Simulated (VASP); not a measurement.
Here is a VASP 6.6.1 calculation.

The input POSCAR:

```
CsH
1.0
    0.0000000000      2.7849745216      4.1774617824
    2.7849745216      0.0000000000      4.1774617824
    2.7849745216      2.7849745216      0.0000000000
Cs H
1 1
Direct
    0.0000000000      0.0000000000      0.0000000000
    0.5000000000      0.5000000000      0.5000000000
```

File INCAR.step1:

```
PREC     = Accurate       # precision mode
ENCUT    = 520            # plane-wave cutoff, eV
ISMEAR   = 0              # smearing method
SIGMA    = 0.05           # smearing width, eV
LREAL    = False          # projectors in reciprocal space
LASPH    = True           # aspherical terms in the spheres
NELM     = 100            # most SCF steps
NBANDS   = 12             # bands
GGA      = PE             # functional
ALGO     = Normal         # electronic algorithm
EDIFF    = 1E-4           # SCF threshold, eV
LWAVE    = True           # write WAVECAR
LCHARG   = False          # write CHGCAR
```

File INCAR.step2:

```
PREC     = Accurate       # precision mode
ENCUT    = 520            # plane-wave cutoff, eV
EDIFF    = 1E-7           # SCF threshold, eV
ISMEAR   = 0              # smearing method
SIGMA    = 0.05           # smearing width, eV
LREAL    = False          # projectors in reciprocal space
LASPH    = True           # aspherical terms in the spheres
NELM     = 100            # most SCF steps
ALGO     = Normal         # electronic algorithm
ISIF     = 2              # what is computed and relaxed
LWAVE    = False          # write WAVECAR
LCHARG   = False          # write CHGCAR
METAGGA  = R2SCAN         # meta-GGA
LMIXTAU  = True         
NBANDS   = 12             # bands
ISTART   = 1
```

KPOINTS

```
Automatic mesh
0
Gamma
  8 8 8
```

Potentials or basis: VASP PAW PBE potentials, release 64 (Cs_sv, H).

Run with:

```sh
$ cat potpaw_PBE.64/Cs_sv/POTCAR potpaw_PBE.64/H/POTCAR > POTCAR
$ cp INCAR.step1 INCAR
$ mpirun -np 1 vasp_std > vasp.out
$ cp INCAR.step2 INCAR
$ mpirun -np 1 vasp_std > vasp.out
```

(1) Estimate the pressure.

(2) What does it give for the band gap on the k mesh?

Results:

(1) 3.4 GPa.

(2) 2.05 eV, direct.

Caveat: the PAW data sets were made with another functional, which shifts forces and pressure a little; spin-orbit coupling is left out, which moves the levels of the heavy elements.
